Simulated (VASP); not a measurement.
Here is a VASP 6.6.1 calculation.

POSCAR

```
ZnS
1.0
    0.0000000000     -2.7046500000     -2.7046500000
    0.0000000000      2.7046500000     -2.7046500000
    5.4093000000      0.0000000000      0.0000000000
Zn S
2 2
Direct
    0.4607838289      0.5000000000      0.5000000000
    0.0392161711      0.0000000000      0.0000000000
   -0.0238661965      0.5000000000      0.2500000000
    0.5238661965      0.0000000000      0.7500000000
```

File INCAR.step1:

```
SYSTEM = ZnS
PREC = Accurate
ENCUT = 520
ISMEAR = 0
SIGMA = 0.05
LREAL = .FALSE.
LASPH = .TRUE.
NELM = 100
NBANDS = 26
GGA = PE
ALGO = Normal
EDIFF = 1E-4
LWAVE = .TRUE.
LCHARG = .FALSE.
```

The input INCAR.step2:

```
SYSTEM = ZnS
PREC = Accurate
ENCUT = 520
EDIFF = 1E-7
ISMEAR = 0
SIGMA = 0.05
LREAL = .FALSE.
LASPH = .TRUE.
NELM = 100
ALGO = Normal
ISIF = 2
LWAVE = .FALSE.
LCHARG = .TRUE.
METAGGA = R2SCAN
LMIXTAU = .TRUE.
LELF = .TRUE.
LVHAR = .TRUE.
NBANDS = 26
ISTART = 1
```

KPOINTS

```
regular mesh
0
G
  6 6 4
  0 0 0
```

Potentials or basis: VASP PAW PBE potentials, release 64 (Zn, S).

The run is started by

```sh
$ cat potpaw_PBE.64/Zn/POTCAR potpaw_PBE.64/S/POTCAR > POTCAR
$ cp INCAR.step1 INCAR
$ mpirun -np 1 vasp_std > vasp.out
$ cp INCAR.step2 INCAR
$ mpirun -np 1 vasp_std > vasp.out
```

**Question.** Predict the band gap on the k mesh.

**Answer.** 2.60 eV.

**Question.** Predict the pressure.

**Answer.** -1.0 GPa.

**Question.** Predict the largest force.

**Answer.** 0.339 eV/Å.

Forces on the atoms (eV/Å):
```
Zn   0.092 -0.231 -0.231
Zn   0.092  0.231  0.231
S   -0.092 -0.073 -0.073
S   -0.092  0.073  0.073
```

Caveat: the cell differs from its parent crystal (atoms displaced along a vibrational mode); the PAW data sets were made with another functional, which shifts forces and pressure a little.
